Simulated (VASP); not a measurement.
Set up this calculation in VASP 6.6.1, as the native input.

- Task: single point
- Functional: PBEsol
- Potentials or basis: VASP PAW PBE potentials, release 64 (Mg, O)
- Cutoff: 520 eV
- k mesh: 8 × 8 × 8
- Occupations: methfessel-paxton, width 0.2 eV
- Spin: no spin polarisation
- Dipole correction: no
- Further INCAR settings: ALGO = Normal; EDIFF = 1e-07; NBANDS = 11

The structure of MgO lies in POSCAR:

```
MgO
1.0
    0.0000000000      2.1021674168      2.1021674168
    2.1021674168      0.0000000000      2.1021674168
    2.1021674168      2.1021674168      0.0000000000
Mg O
1 1
Direct
    0.0000000000      0.0000000000      0.0000000000
    0.5000000000      0.5000000000      0.5000000000
```

The input as run:

INCAR

```
PREC     = Accurate       # precision mode
ENCUT    = 520            # plane-wave cutoff, eV
EDIFF    = 1E-7           # SCF threshold, eV
ISMEAR   = 1              # smearing method
SIGMA    = 0.2            # smearing width, eV
LREAL    = False          # projectors in reciprocal space
LASPH    = True           # aspherical terms in the spheres
NELM     = 80             # most SCF steps
ALGO     = Normal         # electronic algorithm
ISIF     = 2              # what is computed and relaxed
LWAVE    = False          # write WAVECAR
LCHARG   = False          # write CHGCAR
GGA      = PS             # functional
NBANDS   = 11             # bands
```

KPOINTS

```
Automatic mesh
0
Gamma
  8 8 8
```

Potentials or basis: VASP PAW PBE potentials, release 64 (Mg, O).

Launch:

```bash
$ cat potpaw_PBE.64/Mg/POTCAR potpaw_PBE.64/O/POTCAR > POTCAR
$ mpirun -np 1 vasp_std > vasp.out
```

It gave:

- Pressure: 0.6 GPa
- Band gap on the k mesh: 4.69 eV, direct

Caveat: the PAW data sets were made with another functional, which shifts forces and pressure a little.

It used 9.6 s of CPU time on 1 thread of AMD EPYC 7R13 Processor (Zen 3), on a shared host.
